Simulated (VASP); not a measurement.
# PbS (R3m) in VASP: further runs

The runs below take PbS through single point, with LDA.

All numbers are computed with VASP 6.6.1; they aren't measurements. Logs are shortened: lines on timing, memory, paths and dates and some standing lists are left out, and cuts for length are marked.

## Step 1: The cell of the first run

The structure is trigonal, space group R3m (No. 160). Conventional cell: a = 4.331 Å, b = 4.331 Å, c = 10.356 Å, α = 90.00°, β = 90.00°, γ = 120.00°. Pb (site symmetry 3m) has 6 S at 3.01 to 3.07 Å within 4.0 Å. S (site symmetry 3m) has 6 Pb at 3.01 to 3.07 Å within 4.0 Å.

## Step 2: Single point, LDA

File INCAR:

```
ALGO = Normal
EDIFF = 1E-6
ENCUT = 500
GGA = CA
GGA_COMPAT = False
ISIF = 2
ISMEAR = -1
LASPH = True
LCHARG = False
LREAL = False
LWAVE = False
NBANDS = 17
NELM = 120
PREC = Accurate
SIGMA = 0.02
```

File KPOINTS:

```
k-points
0
Gamma
  6 6 6
```

File POSCAR:

```
PbS
1.0
    2.1654785500      1.2502396500      3.4519160000
   -2.1654785500      1.2502396500      3.4519160000
    0.0000000000     -2.5004793000      3.4519160000
Pb S
1 1
Direct
    0.9805660000      0.9805660000      0.9805660000
    0.4750360000      0.4750360000      0.4750360000
```

Potentials or basis: VASP PAW LDA potentials, release 64 (Pb_d, S).

On the command line:

```sh
> cat potpaw_LDA.64/Pb_d/POTCAR potpaw_LDA.64/S/POTCAR > POTCAR
> mpirun -np 1 vasp_std > vasp.out
```

OUTCAR:

```text
EDIFF = 1E-6
   ENCUT = 500
   GGA = CA
   ISIF = 2
   ISMEAR = -1
   LASPH = True
   LREAL = False
   NELM = 120
   PREC = Accurate

 ion  position               nearest neighbor table
   1  0.981  0.981  0.981-   2 3.01   2 3.01   2 3.01   2 3.07   2 3.07   2 3.07
   2  0.475  0.475  0.475-   1 3.01   1 3.01   1 3.01   1 3.07   1 3.07   1 3.07

  LATTYP: Found a trigonal (rhomboedric) cell.
 ALAT       =     4.2624078642
 COS(alpha) =     0.4837883813

  Lattice vectors:

 A1 = (   2.1654785500,   1.2502396500,   3.4519160000)
 A2 = (  -2.1654785500,   1.2502396500,   3.4519160000)
 A3 = (   0.0000000000,  -2.5004793000,   3.4519160000)

Analysis of symmetry for initial positions (statically):
=====================================================================
 Subroutine PRICEL returns:
 Original cell was already a primitive cell.

 Routine SETGRP: Setting up the symmetry group for a
 trigonal (rhombohedral) supercell.

 Subroutine GETGRP returns: Found  6 space group operations
 (whereof  6 operations were pure point group operations)
 out of a pool of 12 trial point group operations.

The static configuration has the point symmetry C_3v.

Analysis of symmetry for dynamics (positions and initial velocities):
=====================================================================
 Subroutine PRICEL returns:
 Original cell was already a primitive cell.

 Routine SETGRP: Setting up the symmetry group for a
 trigonal (rhombohedral) supercell.

 Subroutine GETGRP returns: Found  6 space group operations
 (whereof  6 operations were pure point group operations)
 out of a pool of 12 trial point group operations.

The dynamic configuration has the point symmetry C_3v.

 Subroutine INISYM returns: Found  6 space group operations
 (whereof  6 operations are pure point group operations),
 and found     1 'primitive' translations

----------------------------------------------------------------------------------------

                                     Primitive cell

  volume of cell :      56.0736

  direct lattice vectors                    reciprocal lattice vectors
     2.165478550  1.250239650  3.451916000     0.230895845  0.133307776  0.096564729
    -2.165478550  1.250239650  3.451916000    -0.230895845  0.133307776  0.096564729
     0.000000000 -2.500479300  3.451916000     0.000000000 -0.266615551  0.096564729

  length of vectors
     4.262407841  4.262407841  4.262407864     0.283564104  0.283564104  0.283564100

  position of ions in fractional coordinates (direct lattice)
     0.980566000  0.980566000  0.980566000
     0.475036000  0.475036000  0.475036000

  ion indices of the primitive-cell ions
   primitive index   ion index
                 1           1
                 2           2

----------------------------------------------------------------------------------------

 KPOINTS: k-points

Automatic generation of k-mesh.
 Grid dimensions read from file:
 generate k-points for:    6    6    6

 Generating k-lattice:

  Cartesian coordinates                     Fractional coordinates (reciprocal lattice)
     0.038482641  0.022217963  0.016094122     0.166666667  0.000000000  0.000000000
    -0.038482641  0.022217963  0.016094122     0.000000000  0.166666667  0.000000000
     0.000000000 -0.044435925  0.016094122     0.000000000  0.000000000  0.166666667

  Length of vectors
     0.047260684  0.047260684  0.047260683

  Shift w.r.t. Gamma in fractional coordinates (k-lattice)
     0.000000000  0.000000000  0.000000000

 Subroutine IBZKPT returns following result:
 ===========================================

 Found     32 irreducible k-points:

 Following reciprocal coordinates:
            Coordinates               Weight
  0.000000  0.000000  0.000000      1.000000
  0.166667 -0.000000  0.000000      6.000000
  0.333333 -0.000000  0.000000      6.000000
  0.500000 -0.000000  0.000000      3.000000
  0.166667  0.166667  0.000000      6.000000
  0.333333  0.166667  0.000000     12.000000
[... 16 lines left out ...]
  0.500000  0.500000  0.166667      6.000000
 -0.333333  0.500000  0.166667     12.000000
 [... further k-points ...]
   k-points           NKPTS =     32   k-points in BZ     NKDIM =     32   number of bands    NBANDS=     17
   number of dos      NEDOS =    301   number of ions     NIONS =      2
   total plane-waves  NPLWV =  32768
   dimension x,y,z NGX =    32 NGY =   32 NGZ =   32
   dimension x,y,z NGXF=    64 NGYF=   64 NGZF=   64
   ions per type =               1   1
   NGX,Y,Z   is equivalent  to a cutoff of  12.48, 12.48, 12.48 a.u.
   NGXF,Y,Z  is equivalent  to a cutoff of  24.96, 24.96, 24.96 a.u.
 SYSTEM =  unknown system
   PREC   = accura    normal or accurate (medium, high low for compatibility)
   ISTART =      0    job   : 0-new  1-cont  2-samecut
   ICHARG =      2    charge: 1-file 2-atom 10-const
   ISPIN  =      1    spin polarized calculation?
   LNONCOLLINEAR =      F non collinear calculations
   LSORBIT =      F    spin-orbit coupling
   LASPH  =      T    aspherical Exc in radial PAW
   ENCUT  =  500.0 eV  36.75 Ry    6.06 a.u.   7.77  7.77  7.77*2*pi/ulx,y,z
   NELM   =    120;   NELMIN=  2; NELMDL= -5     # of ELM steps
   EDIFF  = 0.1E-05   stopping-criterion for ELM
   LREAL  =      F    real-space projection
   EDIFFG = 0.1E-04   stopping-criterion for IOM
   NSW    =      0    number of steps for IOM
   IBRION =     -1    ionic relax: 0-MD 1-quasi-New 2-CG
   NFREE  =      0    steps in history (QN), initial steepest desc. (CG)
   ISIF   =      2    stress and relaxation
   ISYM   =      2    0-nonsym 1-usesym 2-fastsym
   POTIM  = 0.5000    time-step for ionic-motion
   TEBEG  =    0.0;   TEEND  =   0.0 temperature during run
   PSTRESS=    0.0 pullay stress
   NELECT =      20.0000    total number of electrons
   NUPDOWN=      -1.0000    fix difference up-down
   EMIN   =  10.00;   EMAX   =-10.00  energy-range for DOS
   EFERMI =   0.00;   METHOD = LEGACY
   ISMEAR =    -1;   SIGMA  =   0.02  broadening in eV -4-tet -1-fermi 0-gaus
   EFERMI_NEDOS =   21; number of points for ismear=-14 and -15
   IALGO  =     38    algorithm
   IMIX   =      4    mixing-type and parameters
     AMIX     =   0.40;   BMIX     =  1.00
     AMIX_MAG =   1.60;   BMIX_MAG =  1.00
  volume/ion in A,a.u.               =      28.04       189.20
  Fermi-wavevector in a.u.,A,eV,Ry     =   1.160999  2.193971 18.339556  1.347919
  Thomas-Fermi vector in A             =   2.297576
   LORBIT       =      0    0 simple, 1 ext, 2 COOP (PROOUT), +10 PAW based schemes
   GGA     = CA    functional components
   LHFCALC =     F    Hartree Fock is set to
   AEXX    =    0.0000 exact exchange contribution
   IVDW    =     0    specifies the selected vdW correction
   LEPSILON=     F    determine dielectric tensor
   LRPA    =     F    only Hartree local field effects (RPA)
 non-spin polarized calculation
  energy-cutoff  :      500.00
  volume of cell :       56.07
 maximum number of plane-waves:      1435
   NGX = 15   NGY = 15   NGZ = 15

 number of electron      19.9999998 magnetization

 Free energy of the ion-electron system (eV)
  ---------------------------------------------------
  ext. energy  EPLUGINS =         0.00000000
  ---------------------------------------------------
  free energy    TOTEN  =        -9.87836167 eV

  energy without entropy =       -9.87836063  energy(sigma->0) =       -9.87836115

 E-fermi :   4.8160     XC(G=0):  -9.7045

 val. band max:        4.6309522855   @ k =   0.5000  -0.0000   0.0000
 cond. band min:       4.9794291125   @ k =   0.5000   0.5000   0.5000
 fundamental gap:      0.3484768270
 Fermi energy:         4.8160459024

 k-point     1 :       0.0000    0.0000    0.0000
  band No.  band energies     occupation
      1     -11.9950      2.00000
      2     -11.9943      2.00000
      3     -11.9943      2.00000
      4     -11.9800      2.00000
      5     -11.9800      2.00000
      6      -8.2781      2.00000
[... 9 lines left out ...]
     16      11.7180      0.00000
     17      13.3140      0.00000

 k-point     2 :       0.1667   -0.0000    0.0000
  band No.  band energies     occupation
      1     -11.9963      2.00000
      2     -11.9950      2.00000
      3     -11.9879      2.00000
      4     -11.9811      2.00000
      5     -11.9756      2.00000
      6      -8.0673      2.00000
[... 9 lines left out ...]
     16      12.2295      0.00000
     17      14.8431      0.00000

 k-point     3 :       0.3333   -0.0000    0.0000
  band No.  band energies     occupation
      1     -12.0059      2.00000
      2     -12.0008      2.00000
      3     -11.9872      2.00000
      4     -11.9661      2.00000
      5     -11.9611      2.00000
      6      -7.5374      2.00000
[... 9 lines left out ...]
     16      13.5976      0.00000
     17      16.3269      0.00000

 k-point     4 :       0.5000   -0.0000    0.0000
  band No.  band energies     occupation
      1     -12.0112      2.00000
      2     -12.0052      2.00000
      3     -11.9870      2.00000
      4     -11.9572      2.00000
      5     -11.9533      2.00000
      6      -7.1712      2.00000
[... 9 lines left out ...]
     16      14.6878      0.00000
     17      15.2648      0.00000
[... 343 lines left out ...]
      1     -12.0365      2.00000
      2     -11.9930      2.00000
      3     -11.9857      2.00000
      4     -11.9624      2.00000
      5     -11.9566      2.00000
      6      -7.1475      2.00000
[... 9 lines left out ...]
     16      15.2228      0.00000
     17      15.4078      0.00000

 k-point    23 :       0.5000    0.5000    0.1667
  band No.  band energies     occupation
      1     -12.0652      2.00000
      2     -12.0036      2.00000
      3     -11.9708      2.00000
      4     -11.9557      2.00000
      5     -11.9478      2.00000
      6      -6.9251      2.00000
[... 9 lines left out ...]
     16      15.9832      0.00000
     17      16.3902      0.00000

 k-point    24 :      -0.3333    0.5000    0.1667
  band No.  band energies     occupation
      1     -12.0659      2.00000
      2     -11.9966      2.00000
      3     -11.9744      2.00000
      4     -11.9627      2.00000
      5     -11.9449      2.00000
      6      -6.8044      2.00000
[... 9 lines left out ...]
     16      16.2002      0.00000
     17      17.0097      0.00000

 [... further k-points ...]
[... 5 lines left out ...]
  --------------------------------------------------------------------------------------
  -------------------------------------------------------------------------------------
  Total       -2.1688359     -2.1688360     -1.7961708      0.0000000     -0.0000000      0.0000000
  in kB      -61.9695942    -61.9695968    -51.3215285      0.0000000     -0.0000000      0.0000000
  external PRESSURE =     -58.4202399 kB  Pullay stress =       0.0000000 kB

 VOLUME and BASIS-vectors are now :
 -----------------------------------------------------------------------------
  energy-cutoff  :      500.00
  volume of cell :       56.07
      direct lattice vectors                 reciprocal lattice vectors
     2.165478550  1.250239650  3.451916000     0.230895845  0.133307776  0.096564729
    -2.165478550  1.250239650  3.451916000    -0.230895845  0.133307776  0.096564729
     0.000000000 -2.500479300  3.451916000     0.000000000 -0.266615551  0.096564729

 POSITION                                       TOTAL-FORCE (eV/Angst)
 -----------------------------------------------------------------------------------
      0.00000      0.00000     10.15449         0.000000     -0.000000      0.024701
      0.00000      0.00000      4.91935         0.000000      0.000000     -0.024701
 -----------------------------------------------------------------------------------
    total drift:                               -0.000000      0.000000     -0.000815

  FREE ENERGIE OF THE ION-ELECTRON SYSTEM (eV)
  ---------------------------------------------------
  free  energy   TOTEN  =        -9.8783616686 eV

  energy  without entropy=       -9.8783606322  energy(sigma->0) =       -9.87836115
```

It took 20 s on 1 thread of Intel Xeon 6975P-C, shared host; peak memory 0.17 GiB.

Results:

```yaml
Free_energy: -9.8784 eV
Pressure: -5.8 GPa
Largest_force: 0.025 eV/Å
Band_gap_on_the_k_mesh: 0.35 eV, indirect (least direct gap 0.46 eV)
```

Forces in eV/Å, atoms in the order of the input:
```
Pb   0.000  0.000  0.025
S    0.000  0.000 -0.025
```

Caveat: spin-orbit coupling is left out, which moves the levels of the heavy elements. A k mesh can miss the band edges.

## Step 3: Single point, LDA

This run uses another cell than the first one, of 29.42 Å³/atom, 1.049 times its volume.

File INCAR:

```
PREC = Accurate ; ENCUT = 500
EDIFF = 1E-6 ; ISMEAR = -1
SIGMA = 0.02 ; LREAL = False
LASPH = True ; NELM = 120
ALGO = Normal ; ISIF = 2
LWAVE = False ; LCHARG = False
GGA = CA ; NBANDS = 17
GGA_COMPAT = False
```

File KPOINTS:

```
Automatic mesh
0
Gamma
  6 6 6
```

File POSCAR:

```
PbS
1.0
    2.2182951000      1.2807333000      3.4519160000
   -2.2182951000      1.2807333000      3.4519160000
    0.0000000000     -2.5614666000      3.4519160000
Pb S
1 1
Direct
    0.9805660000      0.9805660000      0.9805660000
    0.4750360000      0.4750360000      0.4750360000
```

Potentials or basis: VASP PAW LDA potentials, release 64 (Pb_d, S).

On the command line:

```sh
> cat potpaw_LDA.64/Pb_d/POTCAR potpaw_LDA.64/S/POTCAR > POTCAR
> mpirun -np 1 vasp_std > vasp.out
```

Run time: 16 s. Hardware: 1 thread of Intel Xeon 6975P-C, shared host; peak memory 0.17 GiB.

Results (log left out):

| Item | Value |
| --- | --- |
| Free energy | -9.7548 eV |
| Pressure | -7.5 GPa |
| Largest force | 0.034 eV/Å |
| Band gap on the k mesh | 0.35 eV, indirect (least direct gap 0.57 eV) |

Forces on the atoms (eV/Å):
```
Pb   0.000  0.000  0.034
S    0.000  0.000 -0.034
```

Stress tensor (GPa, compression positive):
```
-8.15  0.00  0.00
 0.00 -8.15  0.00
 0.00  0.00 -6.13
```

Levels at points of the mesh, in eV from the valence-band top:
```
           k point  band 8  band 9  band 10  band 11  band 12  band 13
(0.00, 0.00, 0.00)   -1.66   -1.66    -1.35     4.72     4.78     4.78
(0.50, 0.00, 0.00)   -1.26   -1.14     0.00     0.57     2.11     2.30
(0.50, 0.50, 0.00)   -4.23   -2.81    -2.53     4.23     4.91     5.16
(0.50, 0.50, 0.50)   -1.34   -1.34    -0.23     0.35     1.86     1.86
```

Caveat: spin-orbit coupling is left out, which moves the levels of the heavy elements.
